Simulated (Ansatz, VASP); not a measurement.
**Two plane-wave programs on CuRe12**

```
CELL_PARAMETERS angstrom
5.52000 0.00000 0.00000
-4.14000 7.17069 0.00000
0.00000 0.00000 4.45740
ATOMIC_POSITIONS crystal
Re 0.04285 0.01457 0.13476
Re 0.23307 0.27274 0.50286
Re 0.01840 0.34437 0.01261
Re 0.13583 0.53920 0.52471
Re 0.02051 0.66880 0.02825
Re 0.12552 0.87745 0.57277
Re 0.48847 0.02742 0.98426
Re 0.66300 0.22466 0.48461
Re 0.52566 0.35537 0.99502
Re 0.68008 0.56744 0.47595
Re 0.54021 0.68048 0.93909
Re 0.52092 0.83706 0.38930
Cu 0.84871 0.02940 0.70058
```

Alike in both runs: functional PBEsol; k mesh 3 × 2 × 3; occupations fermi-dirac, width 0.1 eV; no spin polarisation.

Ansatz relaxed the structure, and its values are those at the end. VASP's run is a single point on that final structure, the one shown.

```csv
,VASP,Ansatz
version,VASP 6.6.1,Ansatz 0.2.0
potentials or method,"VASP PAW PBE potentials, release 64 (Re, Cu), cutoff 520 eV","scalar-relativistic, plane waves, PAW"
valence electrons in the cell,95,199
```

|  | VASP | Ansatz | Ansatz less VASP |
| --- | --- | --- | --- |
| rms of the force components (eV/Å) | 0.041 | 0.016 | -0.0244 |

VASP's potentials were made for PBE, not for PBEsol. VASP's potentials hold 95 valence electrons a cell and Ansatz's 199, so a difference there can come from the potentials and not from the codes.

The k mesh is coarse, so the values compare programs but aren't converged. Spin-orbit coupling is off throughout.
